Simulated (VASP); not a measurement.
Wanted: the native input for a VASP 6.6.1 run.

```
Task                   : single point
Functional             : PBE
Potentials or basis    : VASP PAW PBE potentials, release 64 (C)
Cutoff                 : 520 eV
k mesh                 : 21 × 21 × 1
Occupations            : gaussian, width 0.1 eV
Spin                   : no spin polarisation
Dipole correction      : yes
Further INCAR settings : ALGO = Normal; EDIFF = 1e-06; NBANDS = 11
```

The structure of C lies in POSCAR:

```
C
1.0
    2.2200000000      0.0000000000      0.0000000000
   -1.1100000000      1.9225763964      0.0000000000
    0.0000000000      0.0000000000     28.0000000000
C
2
Direct
    0.3333333333      0.6666666667      0.5000000000
    0.6666666667      0.3333333333      0.5000000000
```

These files were run (other wordings do the same):

INCAR

```
PREC = Accurate
ENCUT = 520
EDIFF = 1E-6
ISMEAR = 0
SIGMA = 0.1
LREAL = False
LASPH = True
NELM = 80
ALGO = Normal
ISIF = 2
LWAVE = False
LCHARG = True
LDIPOL = True
IDIPOL = 3
DIPOL = 0.5 0.5 0.500
GGA = PE
LELF = True
LVHAR = True
LVACPOTAV = True
NBANDS = 11
```

KPOINTS

```
Automatic mesh
0
Gamma
  21 21 1
```

Potentials or basis: VASP PAW PBE potentials, release 64 (C).

Run with:

```sh
$ cat potpaw_PBE.64/C/POTCAR > POTCAR
$ mpirun -np 1 vasp_std > vasp.out
```

Results of the run:

| Property | Result |
| --- | --- |
| Band gap on the k mesh | zero (filled and empty bands touch) |

Run time: 93 s on 1 thread of Intel(R) Xeon(R) Platinum 8488C (Sapphire Rapids) (shared host), peak memory 0.25 GiB.
